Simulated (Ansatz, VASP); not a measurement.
# Mo in VASP and in Ansatz

POSCAR

```
Mo
1.0
   -1.5710000000      1.6534775000      1.5710000000
    1.5710000000     -1.6534775000      1.5710000000
    1.5710000000      1.6534775000     -1.5710000000
Mo
1
Direct
    0.0000000000      0.0000000000      0.0000000000
```

Contents of INCAR.step1:

```
SYSTEM = Mo
ALGO = Normal
EDIFF = 1E-4
ENCUT = 520
GGA = PE
ISMEAR = 0
LASPH = .True.
LCHARG = .False.
LREAL = .False.
LWAVE = .True.
NBANDS = 13
NELM = 60
PREC = Accurate
SIGMA = 0.15
```

Contents of INCAR.step2:

```
SYSTEM = Mo
ALGO = Normal
EDIFF = 1E-6
ENCUT = 520
ISIF = 2
ISMEAR = 0
ISTART = 1
LASPH = .True.
LCHARG = .False.
LMIXTAU = .True.
LREAL = .False.
LWAVE = .False.
METAGGA = R2SCAN
NBANDS = 13
NELM = 60
PREC = Accurate
SIGMA = 0.15
```

KPOINTS

```
k-points
0
Gamma
  22 22 22
  0 0 0
```

Input for Ansatz:

```yaml
crystal:
  lattice:
    - [-1.571, 1.6534775, 1.571]
    - [1.571, -1.6534775, 1.571]
    - [1.571, 1.6534775, -1.571]
  atoms:
    - { symbol: Mo, position: [0.0, 0.0, 0.0] }
basis:
  ecutwfc: 500
kpoints:
  mp_grid: { grid: [22, 22, 22] }
hamiltonian:
  xc: r2scan
scf:
  occupations: { method: gaussian, width: 0.15 }
output:
  forces: true
  stress: true
  eigenvalues: true
```

Change from the starting cell: strain +0.0525 x Voigt [0, 1, 0, 0, 0, 0], atoms carried along.

Alike in both runs: task single point; functional r2SCAN; k mesh 22 × 22 × 22; occupations gaussian, width 0.15 eV; no spin polarisation.

```csv
,VASP,Ansatz
version,VASP 6.6.1,Ansatz 0.2.0
potentials or method,"VASP PAW PBE potentials, release 64 (Mo_sv), cutoff 520 eV","scalar-relativistic, plane waves, PAW"
valence electrons in the cell,14,14
```

Ansatz gave:

| Property | Result |
| --- | --- |
| gap on the k mesh at the Fermi level (eV) | none |
| pressure (GPa) | -10.3 |
| traceless stress, the component that is largest in VASP (GPa) | -9.74 |

What did VASP give for the same quantities?

gap on the k mesh at the Fermi level (eV): none; pressure (GPa): -9.4; traceless stress, the component that is largest in VASP (GPa): -9.74.

VASP's potentials were made for PBE, not for r2SCAN. A gap of «none» marks a metal or a gap that the smearing closes.
